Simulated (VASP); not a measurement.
Pd:

```
Pd
1.0
     2.75050    0.00000    0.00000
    -1.37525    2.38200    0.00000
     0.00000    0.00000    4.49157
Pd
2
Direct
  0.33333 0.66667 0.25000
  0.66667 0.33333 0.75000
```

| Property | Result |
| --- | --- |
| Program | VASP 6.6.1 |
| Task | relaxation of cell and atoms |
| Functional | LDA |
| Potentials or basis | VASP PAW LDA potentials, release 64 (Pd) |
| Cutoff | 600 eV |
| k mesh | 13 × 13 × 7 |
| Occupations | fermi-dirac, width 0.1 eV |
| Spin | no spin polarisation |

At the start: pressure -6.4 GPa; volume 14.71 Å³/atom.

Question: Where does the relaxation end?

Answer: Over 9 steps the energy falls by 11.9 meV/atom and the volume is 14.25 Å³/atom (-3.1 %); space group P6_3/mmc (No. 194, to 0.05 Å).

Step by step:
```
step  energy change (eV)  largest force (eV/Å)  pressure (GPa)  volume (Å³)
   1              0.0000                0.0000           -6.43        29.43
   2              0.0402                0.0000           14.12        26.98
   3             -0.0208                0.0000            0.17        28.49
   4             -0.0208                0.0000            0.32        28.47
   5             -0.0234                0.0000            0.19        28.48
   6             -0.0237                0.0000            0.17        28.48
   7             -0.0238                0.0000            0.17        28.48
   8             -0.0237                0.0000           -0.30        28.54
   9             -0.0238                0.0000            0.00        28.50
```

Final structure:
```
Pd
1.0
     2.70118    0.00000    0.00000
    -1.35059    2.33929    0.00000
     0.00000    0.00000    4.51070
Pd
2
Direct
  0.33333 0.66667 0.25000
  0.66667 0.33333 0.75000
```
